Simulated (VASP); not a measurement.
Crystal: TiAl.

```
Ti Al
1.0
     2.81075    0.00000    0.00000
     0.00000    2.81075    0.00000
     0.00000    0.00000    4.06642
Ti Al
1 1
Direct
  0.50000 0.50000 0.50000
  0.00000 0.00000 0.00000
```

- Program: VASP 6.6.1
- Task: relaxation of cell and atoms
- Functional: LDA
- Potentials or basis: VASP PAW LDA potentials, release 64 (Ti_sv, Al)
- Cutoff: 600 eV
- k mesh: 12 × 12 × 10
- Occupations: gaussian, width 0.1 eV
- Spin: no spin polarisation

At the start: pressure -5.5 GPa; volume 16.06 Å³/atom.

Q: Where does the relaxation end?

A: Over 9 steps the energy falls by 13.5 meV/atom and the volume is 15.31 Å³/atom (-4.7 %); space group P4/mmm (No. 123, to 0.1 Å) before and after.

Step by step:
```csv
step,energy change (eV),largest force (eV/Å),pressure (GPa),volume (Å³)
1,0.0000,0.0000,-5.53,32.13
2,-0.0131,0.0000,4.53,29.62
3,-0.0270,0.0000,-0.01,30.63
4,-0.0270,0.0000,0.12,30.60
5,-0.0270,0.0000,-0.05,30.65
6,-0.0270,0.0000,-0.05,30.63
7,-0.0270,0.0000,-0.04,30.63
8,-0.0270,0.0000,0.00,30.63
9,-0.0270,0.0000,0.01,30.62
```

Final structure:
```
CELL_PARAMETERS angstrom
2.76835 0.00000 0.00000
0.00000 2.76835 0.00000
0.00000 0.00000 3.99599
ATOMIC_POSITIONS crystal
Ti 0.50000 0.50000 0.50000
Al 0.00000 0.00000 0.00000
```
